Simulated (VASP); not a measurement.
YN: single point with PBEsol

Crystal: YN.

```
Y N
1.0
     3.43404    0.00000    0.00000
     0.00000    3.43404    0.00000
     0.00000    0.00000    4.85647
Y N
2 2
Direct
  0.00000 0.00000 0.00000
  0.50000 0.50000 0.50000
  0.50000 0.50000 0.00000
  0.00000 0.00000 0.50000
```

```
Program                : VASP 6.6.1
Task                   : single point
Functional             : PBEsol
Potentials or basis    : VASP PAW PBE potentials, release 64 (Y_sv, N)
Cutoff                 : 600 eV
k mesh                 : 10 × 10 × 8
Occupations            : gaussian, width 0.01 eV
Spin                   : no spin polarisation
Dipole correction      : no
Further INCAR settings : ALGO = Normal; EDIFF = 1e-06; NBANDS = 24
```

```json
{"Pressure": "-0.3 GPa", "Band gap on the k mesh": "0.07 eV"}
```

Levels at points of the mesh, in eV from the valence-band top:
```
           k point  band 12  band 13  band 14  band 15  band 16  band 17  band 18  band 19  band 20  band 21
(0.00, 0.00, 0.00)    -0.37    -0.37     0.00     0.00     0.00     0.07     3.12     3.12     3.12     4.26
(0.50, 0.00, 0.00)    -3.34    -2.09    -2.09    -1.48    -1.48     4.45     4.45     5.27     5.27     5.78
(0.50, 0.50, 0.00)    -1.47    -0.37    -0.37    -0.37    -0.37     0.07     0.07     6.99     6.99     7.44
(0.00, 0.00, 0.50)    -2.69    -0.51    -0.51    -0.51    -0.51     1.25     1.25     5.65     5.65     5.99
(0.50, 0.00, 0.50)    -4.20    -2.32    -2.32    -2.32    -2.32     5.79     5.79     6.49     6.49     6.49
(0.50, 0.50, 0.50)    -2.21    -1.55    -1.55    -1.55    -1.55     4.01     4.01     4.01     4.01     7.51
```

Wall time 3.6 min on 1 thread of Intel Xeon 8259CL (shared host), peak memory 0.31 GiB.

Caveat: semilocal functionals underestimate gaps, and a narrow one can read as zero; the PAW data sets were made with another functional, which shifts forces and pressure a little. A k mesh can miss the band edges.
